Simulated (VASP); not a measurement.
Input of a VASP 6.6.1 run:

Contents of INCAR:

```
SYSTEM = CdS
  PREC = Accurate
  ENCUT = 520
  EDIFF = 1E-7
  ISMEAR = 0
  SIGMA = 0.03
  LREAL = .False.
  LASPH = .True.
  NELM = 100
  ALGO = Normal
  ISIF = 2
  LWAVE = .False.
  LCHARG = .False.
  GGA = PE
  NBANDS = 16
```

Contents of KPOINTS:

```
regular mesh
0
Gamma
  12 12 12
  0 0 0
```

File POSCAR:

```
CdS
1.0
    0.0000000000      2.9909776462      2.3329625640
    2.9909776462      0.0000000000      2.3329625640
    2.9909776462      2.9909776462      0.0000000000
Cd S
1 1
Direct
    0.0000000000      0.0000000000      0.0000000000
    0.5000000000      0.5000000000      0.5000000000
```

Potentials or basis: VASP PAW PBE potentials, release 64 (Cd, S).

Run with:

```sh
$ cat potpaw_PBE.64/Cd/POTCAR potpaw_PBE.64/S/POTCAR > POTCAR
$ mpirun -np 1 vasp_std > vasp.out
```

Q: Predict the pressure.

A: 10.0 GPa.

Q: What does it give for the band gap on the k mesh?

A: Zero (filled and empty bands touch).

Stress tensor (GPa, compression positive):
```
-0.12  0.00  0.00
 0.00 -0.12  0.00
 0.00  0.00 30.14
```
